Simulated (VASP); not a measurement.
# SnO (P4/nmm) in VASP: notebook

The runs below take SnO through single point, with PBE+D3(BJ).

All numbers are computed with VASP 6.6.1; they aren't measurements. Logs are shortened: lines on timing, memory, paths and dates and some standing lists are left out, and cuts for length are marked.

### 1 The cell of the first run

It takes space group P4/nmm (No. 129, tetragonal). Conventional cell: a = 3.799 Å, b = 3.799 Å, c = 4.841 Å, α = 90.00°, β = 90.00°, γ = 90.00°. Within 2.9 Å of Sn (site symmetry 4mm) lie 4 O at 2.22 Å. Within 2.9 Å of O (site symmetry -4m2) lie 4 Sn at 2.22 Å and 4 O at 2.69 Å.

### 2 Single point, PBE+D3(BJ)

INCAR

```
SYSTEM = SnO
ALGO = Normal
EDIFF = 1E-6
ENCUT = 520
GGA = PE
ISIF = 2
ISMEAR = 0
IVDW = 12
LASPH = .True.
LCHARG = .False.
LREAL = .False.
LWAVE = .False.
NBANDS = 28
NELM = 80
PREC = Accurate
SIGMA = 0.02
```

KPOINTS

```
k-points
0
Gamma
  6 6 4
  0 0 0
```

POSCAR

```
SnO
1.0
    3.7986000000      0.0000000000      0.0000000000
    0.0000000000      3.7986000000      0.0000000000
    0.0000000000      0.0000000000      4.8408000000
Sn O
2 2
Direct
    0.5000000000      0.0000000000      0.2369000000
    0.0000000000      0.5000000000      0.7631000000
    0.0000000000      0.0000000000      0.0000000000
    0.5000000000      0.5000000000      0.0000000000
```

Potentials or basis: VASP PAW PBE potentials, release 64 (Sn_d, O).

Command:

```sh
cat potpaw_PBE.64/Sn_d/POTCAR potpaw_PBE.64/O/POTCAR > POTCAR
mpirun -np 1 vasp_std > vasp.out
```

OUTCAR:

```text
SYSTEM = SnO
   EDIFF = 1E-6
   ENCUT = 520
   GGA = PE
   ISIF = 2
   ISMEAR = 0
   IVDW = 12
   LASPH = .True.
   LREAL = .False.
   NELM = 80
   PREC = Accurate
 IVDW          = 12

 ion  position               nearest neighbor table
   1  0.500  0.000  0.237-   3 2.22   4 2.22   4 2.22   3 2.22   2 3.53   2 3.53   2 3.53   2 3.53
                             2 3.70   2 3.70   2 3.70   2 3.70
   2  0.000  0.500  0.763-   3 2.22   4 2.22   3 2.22   4 2.22   1 3.53   1 3.53   1 3.53   1 3.53
                             1 3.70   1 3.70   1 3.70   1 3.70
   3  0.000  0.000  0.000-   1 2.22   2 2.22   2 2.22   1 2.22
   4  0.500  0.500  0.000-   1 2.22   2 2.22   1 2.22   2 2.22

  LATTYP: Found a simple tetragonal cell.
 ALAT       =     3.7986000000
 C/A-ratio  =     1.2743642395

  Lattice vectors:

 A1 = (   3.7986000000,   0.0000000000,   0.0000000000)
 A2 = (   0.0000000000,   3.7986000000,   0.0000000000)
 A3 = (   0.0000000000,   0.0000000000,   4.8408000000)

Analysis of symmetry for initial positions (statically):
=====================================================================
 Subroutine PRICEL returns:
 Original cell was already a primitive cell.

 Routine SETGRP: Setting up the symmetry group for a
 simple tetragonal supercell.

 Subroutine GETGRP returns: Found 16 space group operations
 (whereof  8 operations were pure point group operations)
 out of a pool of 16 trial point group operations.

The static configuration has the point symmetry D_2d.
 The point group associated with its full space group is D_4h.

Analysis of symmetry for dynamics (positions and initial velocities):
=====================================================================
 Subroutine PRICEL returns:
 Original cell was already a primitive cell.

 Routine SETGRP: Setting up the symmetry group for a
 simple tetragonal supercell.

 Subroutine GETGRP returns: Found 16 space group operations
 (whereof  8 operations were pure point group operations)
 out of a pool of 16 trial point group operations.

The dynamic configuration has the point symmetry D_2d.
 The point group associated with its full space group is D_4h.

 Subroutine INISYM returns: Found 16 space group operations
 (whereof  8 operations are pure point group operations),
 and found     1 'primitive' translations

----------------------------------------------------------------------------------------

                                     Primitive cell

  volume of cell :      69.8497

  direct lattice vectors                    reciprocal lattice vectors
     3.798600000  0.000000000  0.000000000     0.263254883  0.000000000  0.000000000
     0.000000000  3.798600000  0.000000000     0.000000000  0.263254883  0.000000000
     0.000000000  0.000000000  4.840800000     0.000000000  0.000000000  0.206577425

  length of vectors
     3.798600000  3.798600000  4.840800000     0.263254883  0.263254883  0.206577425

  position of ions in fractional coordinates (direct lattice)
     0.500000000  0.000000000  0.236900000
     0.000000000  0.500000000  0.763100000
     0.000000000  0.000000000  0.000000000
     0.500000000  0.500000000  0.000000000

  ion indices of the primitive-cell ions
   primitive index   ion index
                 1           1
                 2           2
                 3           3
                 4           4

----------------------------------------------------------------------------------------

 KPOINTS: k-points

Automatic generation of k-mesh.
 Grid dimensions read from file:
 generate k-points for:    6    6    4

 Generating k-lattice:

  Cartesian coordinates                     Fractional coordinates (reciprocal lattice)
     0.043875814  0.000000000  0.000000000     0.166666667  0.000000000  0.000000000
     0.000000000  0.043875814  0.000000000     0.000000000  0.166666667  0.000000000
     0.000000000  0.000000000  0.051644356     0.000000000  0.000000000  0.250000000

  Length of vectors
     0.043875814  0.043875814  0.051644356

  Shift w.r.t. Gamma in fractional coordinates (k-lattice)
     0.000000000  0.000000000  0.000000000

 Subroutine IBZKPT returns following result:
 ===========================================

 Found     30 irreducible k-points:

 Following reciprocal coordinates:
            Coordinates               Weight
  0.000000  0.000000  0.000000      1.000000
  0.166667  0.000000  0.000000      4.000000
  0.333333  0.000000  0.000000      4.000000
  0.500000  0.000000  0.000000      2.000000
  0.166667  0.166667  0.000000      4.000000
  0.333333  0.166667  0.000000      8.000000
[... 16 lines left out ...]
  0.333333  0.000000  0.500000      4.000000
  0.500000  0.000000  0.500000      2.000000
 [... further k-points ...]
   k-points           NKPTS =     30   k-points in BZ     NKDIM =     30   number of bands    NBANDS=     28
   number of dos      NEDOS =    301   number of ions     NIONS =      4
   total plane-waves  NPLWV =  28224
   dimension x,y,z NGX =    28 NGY =   28 NGZ =   36
   dimension x,y,z NGXF=    56 NGYF=   56 NGZF=   72
   ions per type =               2   2
   NGX,Y,Z   is equivalent  to a cutoff of  12.25, 12.25, 12.36 a.u.
   NGXF,Y,Z  is equivalent  to a cutoff of  24.51, 24.51, 24.73 a.u.
 SYSTEM =  SnO
   PREC   = accura    normal or accurate (medium, high low for compatibility)
   ISTART =      0    job   : 0-new  1-cont  2-samecut
   ICHARG =      2    charge: 1-file 2-atom 10-const
   ISPIN  =      1    spin polarized calculation?
   LNONCOLLINEAR =      F non collinear calculations
   LSORBIT =      F    spin-orbit coupling
   LASPH  =      T    aspherical Exc in radial PAW
   ENCUT  =  520.0 eV  38.22 Ry    6.18 a.u.   7.06  7.06  9.00*2*pi/ulx,y,z
   NELM   =     80;   NELMIN=  2; NELMDL= -5     # of ELM steps
   EDIFF  = 0.1E-05   stopping-criterion for ELM
   LREAL  =      F    real-space projection
   EDIFFG = 0.1E-04   stopping-criterion for IOM
   NSW    =      0    number of steps for IOM
   IBRION =     -1    ionic relax: 0-MD 1-quasi-New 2-CG
   NFREE  =      0    steps in history (QN), initial steepest desc. (CG)
   ISIF   =      2    stress and relaxation
   ISYM   =      2    0-nonsym 1-usesym 2-fastsym
   POTIM  = 0.5000    time-step for ionic-motion
   TEBEG  =    0.0;   TEEND  =   0.0 temperature during run
   PSTRESS=    0.0 pullay stress
   NELECT =      40.0000    total number of electrons
   NUPDOWN=      -1.0000    fix difference up-down
   EMIN   =  10.00;   EMAX   =-10.00  energy-range for DOS
   EFERMI =   0.00;   METHOD = LEGACY
   ISMEAR =     0;   SIGMA  =   0.02  broadening in eV -4-tet -1-fermi 0-gaus
   EFERMI_NEDOS =   21; number of points for ismear=-14 and -15
   IALGO  =     38    algorithm
   IMIX   =      4    mixing-type and parameters
     AMIX     =   0.40;   BMIX     =  1.00
     AMIX_MAG =   1.60;   BMIX_MAG =  1.00
  volume/ion in A,a.u.               =      17.46       117.84
  Fermi-wavevector in a.u.,A,eV,Ry     =   1.359482  2.569048 25.146163  1.848191
  Thomas-Fermi vector in A             =   2.486226
   LORBIT       =      0    0 simple, 1 ext, 2 COOP (PROOUT), +10 PAW based schemes
   GGA     = PE    functional components
   LHFCALC =     F    Hartree Fock is set to
   AEXX    =    0.0000 exact exchange contribution
   IVDW    =    12    specifies the selected vdW correction
   LEPSILON=     F    determine dielectric tensor
   LRPA    =     F    only Hartree local field effects (RPA)
 non-spin polarized calculation
 Gauss-broadening in eV      SIGMA  =   0.02
  energy-cutoff  :      520.00
  volume of cell :       69.85
 maximum number of plane-waves:      1902
   NGX = 15   NGY = 15   NGZ = 19

 number of electron      39.9999994 magnetization

 Free energy of the ion-electron system (eV)
  ---------------------------------------------------
  ext. energy  EPLUGINS =         0.00000000
  ---------------------------------------------------
  free energy    TOTEN  =       -22.65899130 eV

  energy without entropy =      -22.65897986  energy(sigma->0) =      -22.65898558

 E-fermi :   7.2868     XC(G=0): -10.2665

 val. band max:        7.2542103898   @ k =   0.0000   0.0000   0.0000
 cond. band min:       7.3229944213   @ k =   0.5000   0.5000   0.0000
 fundamental gap:      0.0687840314
 Fermi energy:         7.2868271580

 k-point     1 :       0.0000    0.0000    0.0000
  band No.  band energies     occupation
      1     -14.8268      2.00000
      2     -14.3694      2.00000
      3     -14.3694      2.00000
      4     -14.3675      2.00000
      5     -14.3229      2.00000
      6     -14.3147      2.00000
[... 20 lines left out ...]
     27      14.0038      0.00000
     28      14.4077      0.00000

 k-point     2 :       0.1667    0.0000    0.0000
  band No.  band energies     occupation
      1     -14.8118      2.00000
      2     -14.3912      2.00000
      3     -14.3638      2.00000
      4     -14.3629      2.00000
      5     -14.3370      2.00000
      6     -14.3255      2.00000
[... 20 lines left out ...]
     27      14.2885      0.00000
     28      16.2940      0.00000

 k-point     3 :       0.3333    0.0000    0.0000
  band No.  band energies     occupation
      1     -14.7698      2.00000
      2     -14.5600      2.00000
      3     -14.3477      2.00000
      4     -14.3476      2.00000
      5     -14.3305      2.00000
      6     -14.3274      2.00000
[... 20 lines left out ...]
     27      14.7883      0.00000
     28      17.5092      0.00000

 k-point     4 :       0.5000    0.0000    0.0000
  band No.  band energies     occupation
      1     -14.6924      2.00000
      2     -14.6924      2.00000
      3     -14.3358      2.00000
      4     -14.3358      2.00000
      5     -14.3305      2.00000
      6     -14.3305      2.00000
[... 20 lines left out ...]
     27      15.7455      0.00000
     28      15.7455      0.00000

 k-point     5 :       0.1667    0.1667    0.0000
  band No.  band energies     occupation
      1     -14.8009      2.00000
      2     -14.4556      2.00000
      3     -14.3718      2.00000
      4     -14.3517      2.00000
      5     -14.3421      2.00000
      6     -14.3237      2.00000
[... 20 lines left out ...]
     27      15.6541      0.00000
     28      16.9101      0.00000

 k-point     6 :       0.3333    0.1667    0.0000
  band No.  band energies     occupation
      1     -14.7706      2.00000
      2     -14.5997      2.00000
      3     -14.3594      2.00000
      4     -14.3368      2.00000
      5     -14.3283      2.00000
      6     -14.3265      2.00000
[... 463 lines left out ...]
      5     -14.3063      2.00000
      6     -14.2906      2.00000
[... 20 lines left out ...]
     27      15.4154      0.00000
     28      15.4154      0.00000

 k-point    22 :       0.1667    0.0000    0.5000
  band No.  band energies     occupation
      1     -14.8002      2.00000
      2     -14.4202      2.00000
      3     -14.3525      2.00000
      4     -14.3481      2.00000
      5     -14.3353      2.00000
      6     -14.3259      2.00000
[... 20 lines left out ...]
     27      15.3698      0.00000
     28      16.5206      0.00000

 k-point    23 :       0.3333    0.0000    0.5000
  band No.  band energies     occupation
      1     -14.7710      2.00000
      2     -14.5871      2.00000
      3     -14.3636      2.00000
      4     -14.3521      2.00000
      5     -14.3304      2.00000
      6     -14.3294      2.00000
[... 20 lines left out ...]
     27      15.6547      0.00000
     28      17.3806      0.00000

 k-point    24 :       0.5000    0.0000    0.5000
  band No.  band energies     occupation
      1     -14.7084      2.00000
      2     -14.7084      2.00000
      3     -14.3664      2.00000
      4     -14.3664      2.00000
      5     -14.3237      2.00000
      6     -14.3237      2.00000
[... 20 lines left out ...]
     27      16.2027      0.00000
     28      16.2027      0.00000

 [... further k-points ...]

------------------------ aborting loop because EDIFF is reached ----------------------------------------

 Edisp (eV)   -0.94143

 E8    (eV) :    -0.4083

  FORCE on cell =-STRESS in cart. coord.  units (eV):
  Direction    XX          YY          ZZ          XY          YZ          ZX
  --------------------------------------------------------------------------------------
  -------------------------------------------------------------------------------------
  Total       1.44435     1.44435     0.93993     0.00000     0.00000     0.00000
  in kB      33.12981    33.12981    21.55976     0.00000     0.00000     0.00000
  external pressure =       29.27 kB  Pullay stress =        0.00 kB

 VOLUME and BASIS-vectors are now :
 -----------------------------------------------------------------------------
  energy-cutoff  :      520.00
  volume of cell :       69.85
      direct lattice vectors                 reciprocal lattice vectors
     3.798600000  0.000000000  0.000000000     0.263254883  0.000000000  0.000000000
     0.000000000  3.798600000  0.000000000     0.000000000  0.263254883  0.000000000
     0.000000000  0.000000000  4.840800000     0.000000000  0.000000000  0.206577425

 POSITION                                       TOTAL-FORCE (eV/Angst)
 -----------------------------------------------------------------------------------
      1.89930      0.00000      1.14679        -0.000000      0.000000      0.596048
      0.00000      1.89930      3.69401         0.000000      0.000000     -0.596048
      0.00000      0.00000      0.00000         0.000000      0.000000     -0.000000
      1.89930      1.89930      0.00000         0.000000      0.000000     -0.000000
 -----------------------------------------------------------------------------------
    total drift:                                0.000000      0.000000      0.000000

  FREE ENERGIE OF THE ION-ELECTRON SYSTEM (eV)
  ---------------------------------------------------
  free  energy   TOTEN  =       -23.6004192719 eV

  energy  without entropy=      -23.6004078335  energy(sigma->0) =      -23.60041355
```

Run time: 86 s. Hardware: 1 thread of Intel Xeon 8259CL, shared host; peak memory 0.21 GiB.

What came out:

| Quantity | Value |
| --- | --- |
| Free energy | -23.6004 eV |
| Pressure | 2.9 GPa |
| Largest force | 0.596 eV/Å |
| Band gap on the k mesh | 0.07 eV (least direct gap 1.98 eV) |
| Dispersion energy per atom | -0.235 eV |

Forces in eV/Å, atoms in the order of the input:
```
Sn   0.000  0.000  0.596
Sn   0.000  0.000 -0.596
O    0.000  0.000  0.000
O    0.000  0.000  0.000
```

Caveat: three body term missing; spin-orbit coupling is left out, which moves the levels of the heavy elements. A k mesh can miss the band edges.

(Continued in part 2 of 2.)
